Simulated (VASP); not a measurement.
# TaNiN2: relaxation of cell and atoms with PBE

Crystal: TaNiN2.

```
Ta Ni N
1.0
     3.08111    0.00000    0.00000
    -1.54056    2.66833    0.00000
     0.00000   -1.77888    5.71093
Ta Ni N
1 1 2
Direct
  0.50000 0.00000 0.50000
  0.00000 0.00000 0.00000
  0.11900 0.23800 0.35700
  0.88100 0.76200 0.64300
```

- Program: VASP 6.6.1
- Task: relaxation of cell and atoms
- Functional: PBE
- Potentials or basis: VASP PAW PBE potentials, release 64 (Ta_pv, Ni, N)
- Cutoff: 600 eV
- k mesh: 7 × 7 × 7
- Occupations: methfessel-paxton, width 0.0145 eV
- Spin: no spin polarisation
- Dipole correction: no
- Further INCAR settings: ALGO = Normal; EDIFF = 1e-06; IBRION = 2; EDIFFG = -0.01; NSW = 60; ISIF = 3

| Property | Result |
| --- | --- |
| Relaxed volume | 12.32 Å³/atom |
| Relaxed cell | a = 3.124 Å, b = 3.124 Å, c = 6.105 Å, α = 104.83°, β = 90.00°, γ = 120.00° |
| Space group after relaxing (to 0.1 Å) | R-3m (No. 166) |
| Energy gained by relaxing | 519.3 meV/atom |
| Ionic steps | 14 |
| Pressure after relaxing | 0.0 GPa |
| Band gap on the k mesh | zero (an odd number of electrons rules out a gap without spin polarisation) |

The path:
```csv
step,energy change (eV),largest force (eV/Å),pressure (GPa),volume (Å³)
1,0.0000,7.7623,37.14,46.95
2,1.4639,3.8733,-30.60,67.72
3,-1.7309,1.2182,-13.16,54.12
4,-1.7454,1.5876,-10.77,53.54
5,-1.7462,1.7405,-9.87,53.31
6,-2.0020,0.2912,3.09,49.10
7,-2.0130,0.1394,0.53,49.75
8,-2.0736,0.1038,0.31,49.40
9,-2.0770,0.0907,0.28,49.29
10,-2.0770,0.0905,0.22,49.28
11,-2.0772,0.0510,-0.40,49.38
12,-2.0773,0.0085,-0.15,49.34
13,-2.0773,0.0061,0.10,49.27
14,-2.0773,0.0002,0.02,49.30
```

Final structure:
```
CELL_PARAMETERS angstrom
3.12416 0.00000 0.00000
-1.56208 2.70561 0.00000
0.00000 -1.80373 5.83236
ATOMIC_POSITIONS crystal
Ta 0.50000 0.00000 0.50000
Ni 0.00000 0.00000 0.00000
N 0.10496 0.20992 0.31488
N 0.89504 0.79008 0.68512
```

Levels at points of the mesh, in eV from the Fermi level:
| k point | band 13 | band 14 | band 15 | band 16 | band 17 | band 18 | band 19 |
| --- | --- | --- | --- | --- | --- | --- | --- |
| (0.00, 0.00, 0.00) | -0.92 | -0.92 | -0.84 | -0.84 | 1.40 | 1.40 | 1.79 |

It took 13 min on 1 thread of AMD EPYC 7R43 64-Core Processor (Zen 3), on a shared host, peak memory 0.2 GiB.

Caveat: spin-orbit coupling is left out, which moves the levels of the heavy elements; the run has no spin polarisation, though such a crystal can be magnetic. Spin polarisation is off, so any magnetic state and its effect on volume and gap are missing.
